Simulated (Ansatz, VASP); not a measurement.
# One calculation of RbBr, two programs

```
Rb Br
1.0
     0.00000    3.42750    3.42750
     3.34181    0.00000    3.42750
     3.34181    3.42750    0.00000
Rb Br
1 1
Direct
  0.00000 0.00000 0.00000
  0.50000 0.50000 0.50000
```

Change from the starting cell: strain -0.0250 x Voigt [1, 0, 0, 0, 0, 0], atoms carried along.

Alike in both runs: task single point; functional PBEsol; k mesh 6 × 6 × 6; occupations gaussian, width 0.05 eV; no spin polarisation.

```csv
,VASP,Ansatz
version,VASP 6.6.1,Ansatz 0.2.0
potentials or method,"VASP PAW PBE potentials, release 64 (Rb_sv, Br), cutoff 520 eV","scalar-relativistic, plane waves, PAW"
valence electrons in the cell,16,16
```

|  | VASP | Ansatz | Ansatz less VASP |
| --- | --- | --- | --- |
| gap on the k mesh at the Fermi level (eV) | 4.24 | 4.25 | +0.003 |
| least direct gap on the mesh (eV) | 4.24 | 4.25 | +0.003 |
| pressure (GPa) | 0.4 | 0.3 | -0.04 |
| traceless stress, the component that is largest in VASP (GPa) | 0.60 | 0.59 | -0.010 |

VASP's potentials were made for PBE, not for PBEsol. The functional is the same, so the differences come from potentials, cutoffs and numerics.
